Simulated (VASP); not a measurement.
A run of VASP 6.6.1 is set up as follows.

The input POSCAR:

```
BeS
1.0
    0.0000000000      2.3172971938      2.3172971938
    2.3172971938      0.0000000000      2.3172971938
    2.3172971938      2.3172971938      0.0000000000
Be S
1 1
Direct
    0.0000000000      0.0000000000      0.0000000000
    0.5000000000      0.5000000000      0.5000000000
```

File INCAR.step1:

```
SYSTEM = BeS
PREC = Accurate
ENCUT = 520
EDIFF = 1E-5
ISMEAR = 0
SIGMA = 0.01
LREAL = .False.
LASPH = .True.
NELM = 60
ALGO = Normal
ISIF = 2
LWAVE = .True.
LCHARG = .False.
GGA = PE
NBANDS = 11
```

The input INCAR.step2:

```
SYSTEM = BeS
PREC = Accurate
ENCUT = 520
EDIFF = 1E-6
ISMEAR = 0
SIGMA = 0.01
LREAL = .False.
LASPH = .True.
NELM = 60
ALGO = Normal
ISIF = 2
LWAVE = .False.
LCHARG = .False.
METAGGA = R2SCAN
LHFCALC = .True.
AEXX = 0.25
LMIXTAU = .True.
PRECFOCK = Normal
ISTART = 1
NBANDS = 11
```

File KPOINTS:

```
Automatic mesh
0
Gamma
  6 6 6
  0 0 0
```

Potentials or basis: VASP PAW PBE potentials, release 64 (Be, S).

Command:

```bash
$ cat potpaw_PBE.64/Be/POTCAR potpaw_PBE.64/S/POTCAR > POTCAR
$ cp INCAR.step1 INCAR
$ mpirun -np 1 vasp_std > vasp.out
$ cp INCAR.step2 INCAR
$ mpirun -np 1 vasp_std > vasp.out
```

Question: Estimate the band gap on the k mesh.

Answer: 2.72 eV (least direct gap 6.25 eV).

Question: What does it give for the pressure?

Answer: -1.2 GPa.

Caveat: the PAW data sets were made with another functional, which shifts forces and pressure a little. A k mesh can miss the band edges.
